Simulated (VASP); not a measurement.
# TiSi2 in VASP: further runs, part 4 of 4

VASP 6.6.1.

## Step 6: Electric field gradients, PBE (equal xx and yy strain of -2 %)

INCAR

```
SYSTEM = TiSi2
PREC     = Accurate       ! precision mode
ENCUT    = 520            ! plane-wave cutoff, eV
EDIFF    = 1E-8           ! SCF threshold, eV
ISMEAR   = -1             ! smearing method
SIGMA    = 0.08           ! smearing width, eV
LREAL    = .FALSE.        ! projectors in reciprocal space
LASPH    = .TRUE.         ! aspherical terms in the spheres
NELM     = 60             ! most SCF steps
ALGO     = Normal         ! electronic algorithm
ISIF     = 2              ! what is computed and relaxed
LWAVE    = .FALSE.        ! write WAVECAR
LCHARG   = .FALSE.        ! write CHGCAR
GGA      = PE             ! functional
LEFG     = .TRUE.       
NBANDS   = 29             ! bands
```

KPOINTS

```
Automatic mesh
0
G
  8 8 8
  0 0 0
```

POSCAR

```
TiSi2
1.0
    0.0000000000      4.0356400000      4.2615000000
    2.3387700000      0.0000000000      4.2615000000
    2.3387700000      4.0356400000      0.0000000000
Ti Si
2 4
Direct
    0.7500000000      0.7500000000      0.7500000000
    0.5000000000      0.5000000000      0.5000000000
    0.0830000000      0.4170000000      0.0830000000
    0.4170000000      0.0830000000      0.4170000000
    0.1670000000      0.8330000000      0.1670000000
    0.8330000000      0.1670000000      0.8330000000
```

Potentials or basis: VASP PAW PBE potentials, release 64 (Ti_sv, Si).

The run is started by

```sh
> cat potpaw_PBE.64/Ti_sv/POTCAR potpaw_PBE.64/Si/POTCAR > POTCAR
> mpirun -np 1 vasp_std > vasp.out
```

OUTCAR:

```text
SYSTEM = TiSi2
   PREC = Accurate
   ENCUT = 520
   EDIFF = 1E-8
   ISMEAR = -1
   LREAL = .FALSE.
   LASPH = .TRUE.
   NELM = 60
   ISIF = 2
   GGA = PE

 ion  position               nearest neighbor table
   1  0.750  0.750  0.750-   6 2.52   5 2.52   6 2.52   5 2.52   3 2.69   4 2.69   4 2.70   4 2.70
                             3 2.70   3 2.70
   2  0.500  0.500  0.500-   3 2.52   4 2.52   3 2.52   4 2.52   5 2.69   6 2.69   5 2.70   5 2.70
                             6 2.70   6 2.70
   3  0.083  0.417  0.083-   2 2.52   2 2.52   5 2.52   5 2.52   1 2.69   4 2.70   4 2.70   4 2.70
                             1 2.70   1 2.70
   4  0.417  0.083  0.417-   2 2.52   2 2.52   6 2.52   6 2.52   1 2.69   3 2.70   3 2.70   3 2.70
                             1 2.70   1 2.70
   5  0.167  0.833  0.167-   1 2.52   1 2.52   3 2.52   3 2.52   2 2.69   6 2.70   6 2.70   6 2.70
                             2 2.70   2 2.70
   6  0.833  0.167  0.833-   1 2.52   1 2.52   4 2.52   4 2.52   2 2.69   5 2.70   5 2.70   5 2.70
                             2 2.70   2 2.70

  LATTYP: Found a face centered orthorhombic cell.
 ALAT       =     4.6775400000
 B/A-ratio  =     1.7255394930
 C/A-ratio  =     1.8221116228

  Lattice vectors:
[... 994 lines left out ...]
    total drift:                               -0.000000     -0.000000      0.000000

  FREE ENERGIE OF THE ION-ELECTRON SYSTEM (eV)
  ---------------------------------------------------
  free  energy   TOTEN  =       -40.5758165517 eV

  energy  without entropy=      -40.5326339101  energy(sigma->0) =      -40.55422523

 Electric field gradients (V/A^2)
---------------------------------------------------------------------
 ion       V_xx      V_yy      V_zz      V_xy      V_xz      V_yz
---------------------------------------------------------------------
   1      -7.089     4.984     2.104    -0.002     0.000     0.000
   2      -7.089     4.984     2.104    -0.002     0.000     0.000
   3      -0.605    10.311    -9.706    -0.000    26.117     0.000
   4      -0.605    10.311    -9.706    -0.000   -26.118     0.000
   5      -0.605    10.311    -9.706    -0.000    26.117     0.000
   6      -0.605    10.311    -9.706    -0.000   -26.118     0.000
---------------------------------------------------------------------

 Electric field gradients after diagonalization (V/A^2)
 (convention: |V_zz| > |V_xx| > |V_yy|)
----------------------------------------------------------------------
 ion       V_xx      V_yy      V_zz     asymmetry (V_yy - V_xx)/ V_zz
----------------------------------------------------------------------
   1       4.984     2.104    -7.089       0.406
   2       4.984     2.104    -7.089       0.406
   3      21.355    10.311   -31.667       0.349
   4      21.356    10.311   -31.667       0.349
   5      21.355    10.311   -31.667       0.349
   6      21.356    10.311   -31.667       0.349
----------------------------------------------------------------------

           NMR quadrupolar parameters

 Cq : quadrupolar parameter    Cq=e*Q*V_zz/h
 eta: asymmetry parameters     (V_yy - V_xx)/ V_zz
 Q  : nuclear electric quadrupole moment in mb (millibarn)
----------------------------------------------------------------------
 ion       Cq(MHz)       eta       Q (mb)
----------------------------------------------------------------------
   1      -0.017       0.406       1.000
   2      -0.017       0.406       1.000
   3      -0.077       0.349       1.000
   4      -0.077       0.349       1.000
   5      -0.077       0.349       1.000
   6      -0.077       0.349       1.000
----------------------------------------------------------------------
```

OSZICAR:

```text
N       E                     dE             d eps       ncg     rms          rms(c)
DAV:   1     0.394573189736E+03    0.39457E+03   -0.18883E+04  5510   0.148E+03
DAV:   2     0.259848965153E+01   -0.39197E+03   -0.38099E+03  5525   0.433E+02
DAV:   3    -0.404142978837E+02   -0.43013E+02   -0.42141E+02  9112   0.121E+02
DAV:   4    -0.437543076135E+02   -0.33400E+01   -0.33207E+01  7845   0.301E+01
DAV:   5    -0.439487880522E+02   -0.19448E+00   -0.19443E+00  8355   0.623E+00    0.197E+01
DAV:   6    -0.411031442511E+02    0.28456E+01   -0.28860E+01  7787   0.396E+01    0.691E+00
DAV:   7    -0.406437440658E+02    0.45940E+00   -0.52678E+00  7455   0.175E+01    0.555E+00
DAV:   8    -0.405858161906E+02    0.57928E-01   -0.64967E-01  7607   0.645E+00    0.123E+00
DAV:   9    -0.405749207538E+02    0.10895E-01   -0.12086E-01  7508   0.293E+00    0.531E-01
DAV:  10    -0.405759801530E+02   -0.10594E-02   -0.51699E-03  7351   0.533E-01    0.236E-01
DAV:  11    -0.405759203694E+02    0.59784E-04   -0.41965E-03  8440   0.492E-01    0.152E-01
DAV:  12    -0.405758187351E+02    0.10163E-03   -0.89864E-04  7561   0.242E-01    0.151E-02
DAV:  13    -0.405758173249E+02    0.14102E-05   -0.23538E-05  7084   0.434E-02    0.156E-02
DAV:  14    -0.405758165480E+02    0.77691E-06   -0.26470E-06  7175   0.140E-02    0.317E-03
DAV:  15    -0.405758164542E+02    0.93780E-07   -0.69028E-07  7964   0.612E-03    0.634E-04
DAV:  16    -0.405758165054E+02   -0.51189E-07   -0.53567E-08  6931   0.161E-03    0.641E-04
DAV:  17    -0.405758165496E+02   -0.44235E-07   -0.74174E-09  4163   0.775E-04    0.223E-04
DAV:  18    -0.405758165517E+02   -0.20264E-08   -0.23562E-09  3998   0.319E-04
   1 F= -.40575817E+02 E0= -.40554225E+02  d E =-.431826E-01
```

stdout:

```text
POSCAR found type information on POSCAR TiSi
 POSCAR found :  2 types and       6 ions
 scaLAPACK will be used
 LDA part: xc-table for (Slater+PW92), standard interpolation
 POSCAR, INCAR and KPOINTS ok, starting setup
 FFT: planning ... GRIDC
 FFT: planning ... GRID_SOFT
 FFT: planning ... GRID
 WAVECAR not read
 entering main loop
ion   1

ion   2

ion   3

ion   4

ion   5

ion   6
```

Wall time 8.5 min (1 thread of Oxide Virtual Turin-like, shared host); peak memory 0.32 GiB.

What came out:

* Free energy: -40.5758 eV
* Pressure: 8.5 GPa
* Largest force: 0.246 eV/Å
* Band gap on the k mesh: zero (bands 20 and 21 overlap by 1.91 eV)
* Largest electric field gradient by atom: Ti -7.1; Si -31.7 V/Å²

Forces on the atoms (eV/Å):
```
Ti   0.000  0.000  0.000
Ti   0.000  0.000  0.000
Si   0.000  0.246  0.000
Si   0.000 -0.246  0.000
Si   0.000 -0.246  0.000
Si   0.000  0.246  0.000
```

Stress tensor (GPa, compression positive):
```
11.06  0.00  0.00
 0.00 10.10  0.00
 0.00  0.00  4.27
```

Electric field gradients, principal values (V/Å²):
```csv
atom,least,middle,greatest (by size)
1 Ti,2.104,4.984,-7.089
2 Ti,2.104,4.984,-7.089
3 Si,10.311,21.355,-31.667
4 Si,10.311,21.356,-31.667
5 Si,10.311,21.355,-31.667
6 Si,10.311,21.356,-31.667
```

Caveat: the cell differs from its parent crystal (equal xx and yy strain of -2 %); the stress differs along the axes, from 4 to 11 GPa; without QUAD_EFG the Cq values of the log hold for a quadrupole moment of 1 mb, not for the nuclei.

## Step 7: Overview

| task | cell | k mesh for the DOS | occupations for the DOS | gap on the mesh (eV) | pressure (GPa) | largest force (eV/Å) |
| --- | --- | --- | --- | --- | --- | --- |
| electric field gradients | a = 5.956, b = 4.905, c = 4.780 Å, angles 75.0, 52.5, 50.6°, 6 atoms | - | - | none | 2.3 | 0.24 |
| single point | a = 5.926, b = 4.884, c = 4.760 Å, angles 75.8, 53.0, 51.1°, 6 atoms | 12 × 12 × 12 | tetrahedron | - | - | - |
| electric field gradients | a = 5.867, b = 4.843, c = 4.719 Å, angles 77.5, 54.2, 52.2°, 6 atoms | - | - | none | 2.5 | 0.30 |
| electric field gradients | a = 6.004, b = 4.949, c = 4.822 Å, angles 75.8, 53.0, 51.1°, 6 atoms | - | - | none | -3.2 | 0.19 |
| electric field gradients | a = 5.869, b = 4.861, c = 4.664 Å, angles 76.0, 53.5, 50.5°, 6 atoms | - | - | none | 8.5 | 0.25 |

Alike in all rows: level PBE; potentials or basis VASP PAW PBE potentials, release 64 (Ti_sv, Si); no spin polarisation; k mesh 8 × 8 × 8; cutoff (eV) 520; smearing fermi-dirac 0.08 eV.

Caveats: the cell stands under tension (at least some runs); the stress differs along the axes, from 4 to 11 GPa (at least some runs).

Absolute energies hang on the potentials; compare differences alone.
